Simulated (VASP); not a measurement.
Wanted: the native input for a VASP 6.6.1 run.

* Task: single point
* Functional: PBE
* Potentials or basis: VASP PAW PBE potentials, release 64 (Cd, Te)
* Cutoff: 520 eV
* k mesh: 10 × 10 × 10
* Occupations: gaussian, width 0.1 eV
* Spin: no spin polarisation
* Dipole correction: no
* Further INCAR settings: ALGO = Fast; EDIFF = 1e-06; NBANDS = 29

The structure of Cd3Te lies in POSCAR:

```
Cd3Te
1.0
    4.6943754424      0.0000000000      0.0000000000
    0.0000000000      4.6943754424      0.0000000000
    0.0000000000      0.0000000000      4.6943754424
Cd Te
3 1
Direct
    0.0000000000      0.5000000000      0.5000000000
    0.5000000000      0.0000000000      0.5000000000
    0.5000000000      0.5000000000      0.0000000000
    0.0000000000      0.0000000000      0.0000000000
```

One way to write it, as run:

INCAR

```
SYSTEM = Cd3Te
  PREC = Accurate
  ENCUT = 520
  EDIFF = 1E-6
  ISMEAR = 0
  SIGMA = 0.1
  LREAL = .FALSE.
  LASPH = .TRUE.
  NELM = 80
  ALGO = Fast
  ISIF = 2
  LWAVE = .FALSE.
  LCHARG = .FALSE.
  GGA = PE
  NBANDS = 29
```

KPOINTS

```
Automatic mesh
0
G
  10 10 10
  0 0 0
```

Potentials or basis: VASP PAW PBE potentials, release 64 (Cd, Te).

Run with:

```sh
$ cat potpaw_PBE.64/Cd/POTCAR potpaw_PBE.64/Te/POTCAR > POTCAR
$ mpirun -np 1 vasp_std > vasp.out
```

It gave:

| Item | Value |
| --- | --- |
| Pressure | 0.1 GPa |
| Band gap on the k mesh | zero (band 21 reaches 4.39 eV, above the bottom of band 22 at 1.58 eV) |

Caveat: spin-orbit coupling is left out, which moves the levels of the heavy elements.

It took 3 min on 1 thread of AMD EPYC 7R43 64-Core Processor (Zen 3), on a shared host, peak memory 0.25 GiB.
